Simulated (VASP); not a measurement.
Wanted: the native input for a VASP 6.6.1 run.

| Item | Value |
| --- | --- |
| Task | single point |
| Functional | PBE |
| Potentials or basis | VASP PAW PBE potentials, release 64 (Au, Al) |
| Cutoff | 520 eV |
| k mesh | 10 × 10 × 10 |
| Occupations | fermi-dirac, width 0.1 eV |
| Spin | no spin polarisation |
| Dipole correction | no |
| Further INCAR settings | ALGO = Normal; EDIFF = 1e-07; NBANDS = 16 |

The structure of Al2Au lies in POSCAR:

```
Al2Au
1.0
    0.0000000000      3.0044316900      3.0044316900
    3.0044316900      0.0000000000      3.0044316900
    3.0044316900      3.0044316900      0.0000000000
Au Al
1 2
Direct
    0.0000000000      0.0000000000      0.0000000000
    0.2500000000      0.2500000000      0.2500000000
    0.7500000000      0.7500000000      0.7500000000
```

These files were run (other wordings do the same):

INCAR

```
SYSTEM = Al2Au
  PREC = Accurate
  ENCUT = 520
  EDIFF = 1E-7
  ISMEAR = -1
  SIGMA = 0.1
  LREAL = .False.
  LASPH = .True.
  NELM = 80
  ALGO = Normal
  ISIF = 2
  LWAVE = .False.
  LCHARG = .False.
  GGA = PE
  NBANDS = 16
```

KPOINTS

```
regular mesh
0
Gamma
  10 10 10
  0 0 0
```

Potentials or basis: VASP PAW PBE potentials, release 64 (Au, Al).

Command:

```sh
$ cat potpaw_PBE.64/Au/POTCAR potpaw_PBE.64/Al/POTCAR > POTCAR
$ mpirun -np 1 vasp_std > vasp.out
```

It gave:

| Item | Value |
| --- | --- |
| Pressure | 2.7 GPa |
| Band gap on the k mesh | zero (an odd number of electrons rules out a gap without spin polarisation) |

Caveat: spin-orbit coupling is left out, which moves the levels of the heavy elements.

It took 12 s on 1 thread of Intel(R) Xeon(R) 6975P-C (Granite Rapids), with other jobs on the host, peak memory 0.18 GiB.
